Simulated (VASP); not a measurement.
# Al4CoRu3 (Im-3m) in VASP: notebook

Runs on Al4CoRu3. Level: PBE. Tasks: single point, relaxation of cell and atoms.

Program: VASP 6.6.1. These are calculated values, not measurements. Logs are shortened: lines on timing, memory, paths and dates and some standing lists are left out, and cuts for length are marked.

**1. The cell of the first run**

The structure is cubic, space group Im-3m (No. 229). The conventional cell has a = 5.950 Å, b = 5.950 Å, c = 5.950 Å, α = 90.00°, β = 90.00°, γ = 90.00°. Within 3.4 Å of Al (site symmetry -3m) lie 2 Co at 2.58 Å and 6 Ru at 2.58 Å and 6 Al at 2.97 Å. Co (site symmetry m-3m) has 8 Al at 2.58 Å and 6 Ru at 2.97 Å within 3.4 Å. Within 3.4 Å of Ru (site symmetry 4/mmm) lie 8 Al at 2.58 Å and 2 Co at 2.97 Å and 4 Ru at 2.97 Å.

**2. Single point, PBE, collinear spin, ferromagnetic start**

INCAR

```
PREC = Accurate
ENCUT = 520
EDIFF = 1E-6
ISMEAR = 0
SIGMA = 0.1
LREAL = F
LASPH = T
NELM = 150
ALGO = Normal
ISIF = 2
LWAVE = F
LCHARG = F
ISPIN = 2
MAGMOM = 0 0 0 0 3 0 0 0
LORBIT = 11
LMAXMIX = 4
GGA = PE
NBANDS = 46
```

KPOINTS

```
regular mesh
0
Gamma
  4 4 4
```

POSCAR

```
Al4CoRu3
1.0
   -2.9749099148      2.9749099148      2.9749099148
    2.9749099148     -2.9749099148      2.9749099148
    2.9749099148      2.9749099148     -2.9749099148
Al Co Ru
4 1 3
Direct
    0.0000000000      0.5000000000      0.0000000000
    0.5000000000      0.5000000000      0.5000000000
    0.0000000000      0.0000000000      0.5000000000
    0.5000000000      0.0000000000      0.0000000000
    0.0000000000      0.0000000000      0.0000000000
    0.5000000000      0.0000000000      0.5000000000
    0.5000000000      0.5000000000      0.0000000000
    0.0000000000      0.5000000000      0.5000000000
```

Potentials or basis: VASP PAW PBE potentials, release 64 (Al, Co, Ru_pv).

Command:

```sh
> cat potpaw_PBE.64/Al/POTCAR potpaw_PBE.64/Co/POTCAR potpaw_PBE.64/Ru_pv/POTCAR > POTCAR
> mpirun -np 1 vasp_std > vasp.out
```

OUTCAR:

```text
PREC = Accurate
   ENCUT = 520
   EDIFF = 1E-6
   ISMEAR = 0
   LREAL = F
   LASPH = T
   NELM = 150
   ISIF = 2
   ISPIN = 2
   LORBIT = 11
   GGA = PE

 ion  position               nearest neighbor table
   1  0.000  0.500  0.000-   5 2.58   6 2.58   7 2.58   8 2.58   8 2.58   5 2.58   7 2.58   6 2.58
                             4 2.97   3 2.97   2 2.97   2 2.97   4 2.97   3 2.97
   2  0.500  0.500  0.500-   5 2.58   6 2.58   7 2.58   8 2.58   7 2.58   6 2.58   8 2.58   5 2.58
                             4 2.97   4 2.97   1 2.97   1 2.97   3 2.97   3 2.97
   3  0.000  0.000  0.500-   5 2.58   6 2.58   7 2.58   8 2.58   5 2.58   8 2.58   6 2.58   7 2.58
                             4 2.97   1 2.97   1 2.97   4 2.97   2 2.97   2 2.97
   4  0.500  0.000  0.000-   5 2.58   6 2.58   7 2.58   8 2.58   6 2.58   7 2.58   5 2.58   8 2.58
                             3 2.97   2 2.97   1 2.97   3 2.97   1 2.97   2 2.97
   5  0.000  0.000  0.000-   1 2.58   2 2.58   3 2.58   4 2.58   3 2.58   1 2.58   4 2.58   2 2.58
                             7 2.97   8 2.97   8 2.97   6 2.97   7 2.97   6 2.97
   6  0.500  0.000  0.500-   1 2.58   2 2.58   3 2.58   4 2.58   4 2.58   2 2.58   3 2.58   1 2.58
                             7 2.97   7 2.97   8 2.97   5 2.97   8 2.97   5 2.97
   7  0.500  0.500  0.000-   1 2.58   2 2.58   3 2.58   4 2.58   2 2.58   4 2.58   1 2.58   3 2.58
                             6 2.97   6 2.97   8 2.97   8 2.97   5 2.97   5 2.97
   8  0.000  0.500  0.500-   1 2.58   2 2.58   3 2.58   4 2.58   1 2.58   3 2.58   2 2.58   4 2.58
                             6 2.97   5 2.97   7 2.97   7 2.97   6 2.97   5 2.97

  LATTYP: Found a body centered cubic cell.
 ALAT       =     5.9498198296

  Lattice vectors:

 A1 = (  -2.9749099148,   2.9749099148,   2.9749099148)
 A2 = (   2.9749099148,  -2.9749099148,   2.9749099148)
 A3 = (   2.9749099148,   2.9749099148,  -2.9749099148)

Analysis of symmetry for initial positions (statically):
=====================================================================
 Subroutine PRICEL returns:
 Original cell was already a primitive cell.

 Routine SETGRP: Setting up the symmetry group for a
 body centered cubic supercell.

 Subroutine GETGRP returns: Found 48 space group operations
 (whereof 48 operations were pure point group operations)
 out of a pool of 48 trial point group operations.

The static configuration has the point symmetry O_h .

Analysis of symmetry for dynamics (positions and initial velocities):
=====================================================================
 Subroutine PRICEL returns:
 Original cell was already a primitive cell.

 Routine SETGRP: Setting up the symmetry group for a
 body centered cubic supercell.

 Subroutine GETGRP returns: Found 48 space group operations
 (whereof 48 operations were pure point group operations)
 out of a pool of 48 trial point group operations.

The dynamic configuration has the point symmetry O_h .

Analysis of structural, dynamic, and magnetic symmetry:
=====================================================================
 Subroutine PRICEL returns:
 Original cell was already a primitive cell.

 Routine SETGRP: Setting up the symmetry group for a
 body centered cubic supercell.

 Subroutine GETGRP returns: Found 48 space group operations
 (whereof 48 operations were pure point group operations)
 out of a pool of 48 trial point group operations.

The overall configuration has the point symmetry O_h .

 Subroutine INISYM returns: Found 48 space group operations
 (whereof 48 operations are pure point group operations),
 and found     1 'primitive' translations

----------------------------------------------------------------------------------------

                                     Primitive cell

  volume of cell :     105.3129

  direct lattice vectors                    reciprocal lattice vectors
    -2.974909915  2.974909915  2.974909915     0.000000000  0.168072316  0.168072316
     2.974909915 -2.974909915  2.974909915     0.168072316  0.000000000  0.168072316
[... 44 lines left out ...]
  ext. energy  EPLUGINS =         0.00000000
  ---------------------------------------------------
  free energy    TOTEN  =       -54.63267416 eV

  energy without entropy =      -54.58247400  energy(sigma->0) =      -54.60757408

 E-fermi :  10.3239     XC(G=0): -12.4043

 val. band max:       10.3229183717   @ k =   0.2500   0.2500   0.0000
 cond. band min:      10.3306011930   @ k =   0.5000   0.5000   0.2500
 fundamental gap:      0.0076828214
 Fermi energy:        10.3238649181

 spin component 1

 k-point     1 :       0.0000    0.0000    0.0000
  band No.  band energies     occupation
      1     -31.6228      1.00000
      2     -31.6228      1.00000
      3     -31.6228      1.00000
      4     -31.5403      1.00000
      5     -31.5403      1.00000
      6     -31.5403      1.00000
[... 357 lines left out ...]
     42      17.9343      0.00000
     43      18.0597      0.00000
 Fermi energy:        10.3238649181

 spin component 2

 k-point     1 :       0.0000    0.0000    0.0000
  band No.  band energies     occupation
      1     -31.5602      1.00000
      2     -31.5602      1.00000
      3     -31.5602      1.00000
      4     -31.4787      1.00000
      5     -31.4787      1.00000
      6     -31.4787      1.00000
[... 357 lines left out ...]
     42      17.9762      0.00000
     43      18.0562      0.00000
 [bands above 43 left out]

------------------------ aborting loop because EDIFF is reached ----------------------------------------

  FORCE on cell =-STRESS in cart. coord.  units (eV):
  Direction    XX          YY          ZZ          XY          YZ          ZX
  --------------------------------------------------------------------------------------
  -------------------------------------------------------------------------------------
  Total       -0.0370058     -0.0370058     -0.0370058      0.0000000      0.0000000      0.0000000
  in kB       -0.5629876     -0.5629876     -0.5629876      0.0000000      0.0000000      0.0000000
  external PRESSURE =      -0.5629876 kB  Pullay stress =       0.0000000 kB

 VOLUME and BASIS-vectors are now :
 -----------------------------------------------------------------------------
  energy-cutoff  :      520.00
  volume of cell :      105.31
      direct lattice vectors                 reciprocal lattice vectors
    -2.974909915  2.974909915  2.974909915     0.000000000  0.168072316  0.168072316
     2.974909915 -2.974909915  2.974909915     0.168072316  0.000000000  0.168072316
     2.974909915  2.974909915 -2.974909915     0.168072316  0.168072316  0.000000000

 POSITION                                       TOTAL-FORCE (eV/Angst)
 -----------------------------------------------------------------------------------
      1.48745     -1.48745      1.48745         0.000000      0.000000     -0.000000
      1.48745      1.48745      1.48745         0.000000      0.000000     -0.000000
      1.48745      1.48745     -1.48745        -0.000000     -0.000000     -0.000000
     -1.48745      1.48745      1.48745         0.000000     -0.000000     -0.000000
      0.00000      0.00000      0.00000         0.000000      0.000000     -0.000000
      0.00000      2.97491      0.00000        -0.000000     -0.000000      0.000000
      0.00000      0.00000      2.97491         0.000000      0.000000      0.000000
      2.97491      0.00000      0.00000        -0.000000     -0.000000     -0.000000
 -----------------------------------------------------------------------------------
    total drift:                               -0.000000     -0.000000      0.000000

  FREE ENERGIE OF THE ION-ELECTRON SYSTEM (eV)
  ---------------------------------------------------
  free  energy   TOTEN  =       -54.6326741550 eV

  energy  without entropy=      -54.5824740004  energy(sigma->0) =      -54.60757408

 total charge

# of ion       s       p       d       tot
------------------------------------------
    1        0.391   0.413   0.000   0.804
    2        0.391   0.413   0.000   0.804
    3        0.391   0.413   0.000   0.804
    4        0.391   0.413   0.000   0.804
    5        0.399   0.434   7.418   8.251
    6        0.337   6.245   6.231  12.813
    7        0.337   6.245   6.231  12.813
    8        0.337   6.245   6.231  12.813
--------------------------------------------------
tot          2.973  20.822  26.111  49.906

 magnetization (x)

# of ion       s       p       d       tot
------------------------------------------
    1       -0.001  -0.001   0.000  -0.002
    2       -0.001  -0.001   0.000  -0.002
    3       -0.001  -0.001   0.000  -0.002
    4       -0.001  -0.001   0.000  -0.002
    5        0.002   0.004   0.226   0.232
    6        0.001   0.003   0.082   0.086
    7        0.001   0.003   0.082   0.086
    8        0.001   0.003   0.082   0.086
--------------------------------------------------
tot          0.003   0.008   0.471   0.483
```

Run time: 2.1 min. Hardware: 1 thread of Intel Xeon Platinum 8259CL at 2.50GHz (Skylake/Cascade Lake), shared host; peak memory 0.32 GiB.

What came out:

```
Free energy                                           : -54.6327 eV
Pressure                                              : -0.1 GPa
Net moment                                            : 0.51 μB per cell
Site moments                                          : Al -0.00; Co +0.23; Ru +0.09 μB
Valence electrons inside the program's atomic spheres : Al 0.80; Co 8.25; Ru 12.81
```

Levels at points of the mesh, in eV from the Fermi level:
Spin up:
| k point | band 28 | band 29 | band 30 | band 31 | band 32 | band 33 | band 34 | band 35 |
| --- | --- | --- | --- | --- | --- | --- | --- | --- |
| (0.00, 0.00, 0.00) | -1.02 | -1.02 | -1.02 | -0.02 | -0.02 | -0.02 | 0.71 | 0.71 |
| (0.50, 0.00, 0.00) | -0.79 | -0.78 | -0.64 | -0.52 | 0.47 | 0.51 | 1.33 | 2.46 |
| (0.50, 0.50, 0.50) | 0.16 | 0.16 | 0.16 | 0.73 | 0.73 | 2.05 | 2.05 | 2.16 |
Spin down:
```
           k point  band 27  band 28  band 29  band 30  band 31  band 32  band 33  band 34
(0.00, 0.00, 0.00)    -1.12    -0.87    -0.87    -0.87     0.09     0.09     0.09     0.87
(0.50, 0.00, 0.00)    -0.84    -0.73    -0.62    -0.47    -0.46     0.50     0.58     1.46
(0.50, 0.50, 0.50)    -1.17     0.28     0.28     0.28     0.91     0.91     2.11     2.11
```

Caveat: the k points lie up to 0.37 Å⁻¹ apart.

**3. Single point, PBE**

INCAR

```
ALGO = Fast ; EDIFF = 1E-6
ENCUT = 520 ; GGA = PE
ISIF = 2 ; ISMEAR = 0
LASPH = T ; LCHARG = F
LREAL = F ; LWAVE = F
NBANDS = 42 ; NELM = 60
PREC = Accurate ; SIGMA = 0.1
```

KPOINTS

```
k-points
0
Gamma
  10 10 10
```

Edit POSCAR of step 2 so:

```diff
@@ -2,5 +2,5 @@
 1.0
-   -2.9749099148      2.9749099148      2.9749099148
-    2.9749099148     -2.9749099148      2.9749099148
-    2.9749099148      2.9749099148     -2.9749099148
+   -2.9731653958      2.9731653958      2.9731653958
+    2.9731653958     -2.9731653958      2.9731653958
+    2.9731653958      2.9731653958     -2.9731653958
 Al Co Ru
```

Potentials or basis: VASP PAW PBE potentials, release 64 (Al, Co, Ru_pv).

Command:

```sh
> cat potpaw_PBE.64/Al/POTCAR potpaw_PBE.64/Co/POTCAR potpaw_PBE.64/Ru_pv/POTCAR > POTCAR
> mpirun -np 1 vasp_std > vasp.out
```

Run time: 4.1 min. Hardware: 1 thread of Intel Xeon Platinum 8259CL at 2.50GHz (Skylake/Cascade Lake), shared host; peak memory 0.36 GiB.

Results (log left out):

| Property | Result |
| --- | --- |
| Free energy | -54.7788 eV |
| Pressure | 0.0 GPa |
| Band gap on the k mesh | zero (an odd number of electrons rules out a gap without spin polarisation) |

Levels at points of the mesh, in eV from the Fermi level:
| k point | band 29 | band 30 | band 31 | band 32 | band 33 | band 34 | band 35 | band 36 |
| --- | --- | --- | --- | --- | --- | --- | --- | --- |
| (0.00, 0.00, 0.00) | -0.97 | -0.97 | 0.02 | 0.02 | 0.02 | 0.77 | 0.77 | 1.63 |
| (0.50, 0.00, 0.00) | -0.73 | -0.58 | -0.50 | 0.47 | 0.53 | 1.37 | 2.48 | 2.85 |
| (0.50, 0.50, 0.50) | 0.21 | 0.21 | 0.79 | 0.79 | 2.08 | 2.08 | 2.18 | 2.86 |

Caveat: the run has no spin polarisation, though such a crystal can be magnetic. Spin polarisation is off, so any magnetic state and its effect on volume and gap are missing.

**4. Single point, PBE, collinear spin, ferromagnetic start**

This run uses another cell than the first one, of 14.13 Å³/atom.

INCAR

```
PREC = Accurate ; ENCUT = 520
EDIFF = 1E-6 ; ISMEAR = 0
SIGMA = 0.1 ; LREAL = F
LASPH = T ; NELM = 150
ALGO = Normal ; ISIF = 2
LWAVE = F ; LCHARG = F
ISPIN = 2 ; MAGMOM = 0 0 0 0 3 0 0 0
LORBIT = 11 ; LMAXMIX = 4
GGA = PE ; NBANDS = 46
```

KPOINTS

```
Automatic mesh
0
Gamma
  4 4 4
```

Edit POSCAR of step 3 so:

```diff
@@ -2,5 +2,5 @@
 1.0
-   -2.9731653958      2.9731653958      2.9731653958
-    2.9731653958     -2.9731653958      2.9731653958
-    2.9731653958      2.9731653958     -2.9731653958
+   -3.0461019400      3.0461019400      3.0461019400
+    3.0461019400     -3.0461019400      3.0461019400
+    3.0461019400      3.0461019400     -3.0461019400
 Al Co Ru
```

Command:

```sh
> cat potpaw_PBE.64/Al/POTCAR potpaw_PBE.64/Co/POTCAR potpaw_PBE.64/Ru_pv/POTCAR > POTCAR
> mpirun -np 1 vasp_std > vasp.out
```

Run time: 1.8 min. Hardware: 1 thread of Intel Xeon Platinum 8259CL at 2.50GHz (Skylake/Cascade Lake), shared host; peak memory 0.32 GiB.

It converged, with:

- Free energy: -54.3282 eV
- Pressure: -11.9 GPa
- Net moment: 0.86 μB per cell
- Site moments: Al -0.00; Co +0.42; Ru +0.14 μB
- Valence electrons inside the program's atomic spheres: Al 0.77; Co 8.14; Ru 12.69

Levels at points of the mesh, in eV from the Fermi level:
Spin up:
```csv
k point,band 29,band 30,band 31,band 32,band 33,band 34
"(0.00, 0.00, 0.00)",-1.00,-1.00,-0.07,-0.07,-0.07,0.55
"(0.50, 0.00, 0.00)",-0.75,-0.67,-0.50,0.41,0.42,1.11
"(0.50, 0.50, 0.50)",0.08,0.08,0.55,0.55,1.80,1.80
```
Spin down:
```
           k point  band 27  band 28  band 29  band 30  band 31  band 32  band 33  band 34
(0.00, 0.00, 0.00)    -0.99    -0.74    -0.74    -0.74     0.11     0.11     0.11     0.83
(0.50, 0.00, 0.00)    -0.71    -0.65    -0.52    -0.39    -0.37     0.47     0.53     1.34
(0.50, 0.50, 0.50)    -1.02     0.28     0.28     0.28     0.86     0.86     1.89     1.89
```

Caveat: the k points lie up to 0.36 Å⁻¹ apart.

**5. Relaxation of cell and atoms, PBE, collinear spin, ferromagnetic start**

This run uses another cell than the first one, of 14.13 Å³/atom.

INCAR

```
PREC     = Accurate       # precision mode
ENCUT    = 600            # plane-wave cutoff, eV
EDIFF    = 1E-6           # SCF threshold, eV
ISMEAR   = 0              # smearing method
SIGMA    = 0.1            # smearing width, eV
LREAL    = False          # projectors in reciprocal space
LASPH    = True           # aspherical terms in the spheres
NELM     = 150            # most SCF steps
ALGO     = Normal         # electronic algorithm
ISIF     = 3              # what is computed and relaxed
LWAVE    = False          # write WAVECAR
LCHARG   = False          # write CHGCAR
ISPIN    = 2              # spin polarisation
MAGMOM   = 0 0 0 0 3 0 0 0 # initial moments
LORBIT   = 11             # projections on sites
LMAXMIX  = 4              # l up to which the mixer works
GGA      = PE             # functional
IBRION   = 2              # ionic algorithm
NSW      = 90             # ionic steps
EDIFFG   = -0.04          # ionic threshold
```

KPOINTS

```
regular mesh
0
Gamma
  4 4 4
```

POSCAR is that of step 4.

Command:

```sh
> cat potpaw_PBE.64/Al/POTCAR potpaw_PBE.64/Co/POTCAR potpaw_PBE.64/Ru_pv/POTCAR > POTCAR
> mpirun -np 1 vasp_std > vasp.out
```

It took 5.1 min on 1 thread of Intel Xeon Platinum 8259CL at 2.50GHz (Skylake/Cascade Lake), shared host; peak memory 0.36 GiB.

Results (log left out):

- Free energy: -54.6353 eV
- Relaxed volume: 13.18 Å³/atom
- Relaxed cell: a = 5.154 Å, b = 5.154 Å, c = 5.154 Å, α = 109.47°, β = 109.47°, γ = 109.47°
- Space group after relaxing (to 0.1 Å): Im-3m (No. 229)
- Energy gained by relaxing: 38.4 meV/atom
- Ionic steps: 3
- Pressure after relaxing: -0.3 GPa
- Net moment: 0.03 μB per cell
- Valence electrons inside the program's atomic spheres: Al 0.80; Co 8.25; Ru 12.81

The path:
| step | energy change (eV) | largest force (eV/Å) | pressure (GPa) | volume (Å³) |
| --- | --- | --- | --- | --- |
| 1 | 0.0000 | 0.0000 | -11.87 | 113.06 |
| 2 | 0.1783 | 0.0000 | 19.72 | 96.77 |
| 3 | -0.3074 | 0.0000 | -0.28 | 105.42 |

Final structure:
```
Al Co Ru
1.0
    -2.97590    2.97590    2.97590
     2.97590   -2.97590    2.97590
     2.97590    2.97590   -2.97590
Al Co Ru
4 1 3
Direct
  0.00000 0.50000 0.00000
  0.50000 0.50000 0.50000
  0.00000 0.00000 0.50000
  0.50000 0.00000 0.00000
  0.00000 0.00000 0.00000
  0.50000 0.00000 0.50000
  0.50000 0.50000 0.00000
  0.00000 0.50000 0.50000
```

Levels at points of the mesh, in eV from the Fermi level:
Spin up:
| k point | band 28 | band 29 | band 30 | band 31 | band 32 | band 33 |
| --- | --- | --- | --- | --- | --- | --- |
| (0.00, 0.00, 0.00) | -0.94 | -0.94 | -0.94 | 0.04 | 0.04 | 0.04 |
| (0.50, 0.00, 0.00) | -0.76 | -0.70 | -0.55 | -0.49 | 0.49 | 0.54 |
| (0.50, 0.50, 0.50) | 0.22 | 0.22 | 0.22 | 0.82 | 0.82 | 2.08 |
Spin down:
```csv
k point,band 26,band 27,band 28,band 29,band 30,band 31,band 32,band 33,band 34,band 35
"(0.00, 0.00, 0.00)",-1.15,-1.15,-0.93,-0.93,-0.93,0.04,0.04,0.04,0.80,0.80
"(0.50, 0.00, 0.00)",-1.04,-0.91,-0.75,-0.69,-0.54,-0.49,0.49,0.55,1.40,2.48
"(0.50, 0.50, 0.50)",-1.22,-1.22,0.23,0.23,0.23,0.83,0.83,2.08,2.08,2.19
```

Caveat: the k points lie up to 0.37 Å⁻¹ apart in the final cell; the moments typed at the start vanished in this run.

**6. Overview**

```tsv
spin	cell	k mesh	gap on the mesh (eV)	pressure (GPa)	moment (μB)
collinear, ferromagnetic start	a = 5.153 Å, angles 109.5°, 8 atoms	4 × 4 × 4	none	-0.1	0.51
off	a = 5.150 Å, angles 109.5°, 8 atoms	10 × 10 × 10	none	0.0	-
collinear, ferromagnetic start	a = 5.276 Å, angles 109.5°, 8 atoms	4 × 4 × 4	none	-11.9	0.86
```

Alike in all rows: task single point; level PBE; potentials or basis VASP PAW PBE potentials, release 64 (Al, Co, Ru_pv); cutoff (eV) 520; smearing gaussian 0.1 eV.

Caveats: some runs use coarse meshes.

Absolute energies hang on the potentials; compare differences alone.
